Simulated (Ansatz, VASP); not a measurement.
## Two plane-wave programs on AlN

The input INCAR:

```
PREC     = Accurate       # precision mode
ENCUT    = 520            # plane-wave cutoff, eV
EDIFF    = 1E-6           # SCF threshold, eV
ISMEAR   = 0              # smearing method
SIGMA    = 0.05           # smearing width, eV
LREAL    = F              # projectors in reciprocal space
LASPH    = T              # aspherical terms in the spheres
NELM     = 80             # most SCF steps
ALGO     = Normal         # electronic algorithm
ISIF     = 2              # what is computed and relaxed
LWAVE    = F              # write WAVECAR
LCHARG   = F              # write CHGCAR
GGA      = PE             # functional
NBANDS   = 16             # bands
```

Contents of KPOINTS:

```
Automatic mesh
0
Gamma
  9 9 6
```

POSCAR

```
AlN
1.0
    3.1110021516      0.0000000000      0.0000000000
   -1.5555010758      2.6942068945      0.0000000000
    0.0000000000      0.0000000000      4.9780000000
Al N
2 2
Direct
    0.3333333333      0.6666666667      0.0000000000
    0.6666666667      0.3333333333      0.5000000000
    0.3686972380      0.6843486190      0.3788997264
    0.7020305713      0.3510152857      0.8788997264
```

Input for Ansatz:

```yaml
crystal:
  lattice:
    - [3.1110021516, 0.0, 0.0]
    - [-1.5555010758, 2.6942068945, 0.0]
    - [0.0, 0.0, 4.978]
  atoms:
    - { symbol: Al, position: [0.3333333333, 0.6666666667, 0.0] }
    - { symbol: Al, position: [0.6666666667, 0.3333333333, 0.5] }
    - { symbol: "N", position: [0.368697238, 0.684348619, 0.3788997264] }
    - { symbol: "N", position: [0.7020305713, 0.3510152857, 0.8788997264] }
basis:
  ecutwfc: 420
kpoints:
  mp_grid: { grid: [9, 9, 6] }
hamiltonian:
  xc: pbe
scf:
  occupations: { method: gaussian, width: 0.05 }
output:
  forces: true
  stress: true
  eigenvalues: true
```

Change from the starting cell: all N atoms moved -0.100 Å, as atom 3 towards its neighbour atom 2 (Al) at 1.885 Å.

Alike in both runs: task single point; functional PBE; k mesh 9 × 9 × 6; occupations gaussian, width 0.05 eV; no spin polarisation.

|  | VASP | Ansatz |
| --- | --- | --- |
| version | VASP 6.6.1 | Ansatz 0.2.0 |
| potentials or method | VASP PAW PBE potentials, release 64 (Al, N), cutoff 520 eV | scalar-relativistic, plane waves, PAW |
| valence electrons in the cell | 16 | 16 |

|  | VASP | Ansatz | Ansatz less VASP |
| --- | --- | --- | --- |
| gap on the k mesh at the Fermi level (eV) | 4.14 | 4.13 | -0.011 |
| least direct gap on the mesh (eV) | 4.14 | 4.13 | -0.011 |
| pressure (GPa) | 5.0 | 5.3 | +0.25 |
| traceless stress, the component that is largest in VASP (GPa) | 3.56 | 3.54 | -0.018 |
| rms of the force components (eV/Å) | 0.829 | 0.826 | -0.0029 |

Atom by atom the forces differ by 0.003 eV/Å (rms over components). The functional is the same, so the differences come from potentials, cutoffs and numerics.
